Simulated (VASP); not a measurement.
Here is a VASP 6.6.1 calculation.

INCAR

```
PREC = Accurate
ENCUT = 600
EDIFF = 1E-7
ISMEAR = 0
SIGMA = 0.05
LREAL = F
LASPH = T
NELM = 60
ALGO = Normal
ISIF = 3
LWAVE = F
LCHARG = F
GGA = PS
IBRION = 2
NSW = 80
EDIFFG = -0.01
```

File KPOINTS:

```
Automatic mesh
0
Gamma
  10 10 10
```

The input POSCAR:

```
Ag
1.0
    0.0000000000      2.0427500000      2.0427500000
    2.0427500000      0.0000000000      2.0427500000
    2.0427500000      2.0427500000      0.0000000000
Ag
1
Direct
    0.0000000000      0.0000000000      0.0000000000
```

Potentials or basis: VASP PAW PBE potentials, release 64 (Ag).

Run with:

```console
$ cat potpaw_PBE.64/Ag/POTCAR > POTCAR
$ mpirun -np 1 vasp_std > vasp.out
```

Q: What does it give for the relaxed volume?

A: 16.67 Å³/atom.

Q: Predict the space group after relaxing (to 0.05 Å).

A: Fm-3m (No. 225).

Q: Estimate the relaxed cell.

A: a = 2.867 Å, b = 2.867 Å, c = 2.867 Å, α = 60.00°, β = 60.00°, γ = 60.00°.

Final structure:
```
CELL_PARAMETERS angstrom
0.00000 2.02739 2.02739
2.02739 0.00000 2.02739
2.02739 2.02739 0.00000
ATOMIC_POSITIONS crystal
Ag 0.00000 0.00000 0.00000
```

Caveat: the PAW data sets were made with another functional, which shifts forces and pressure a little.
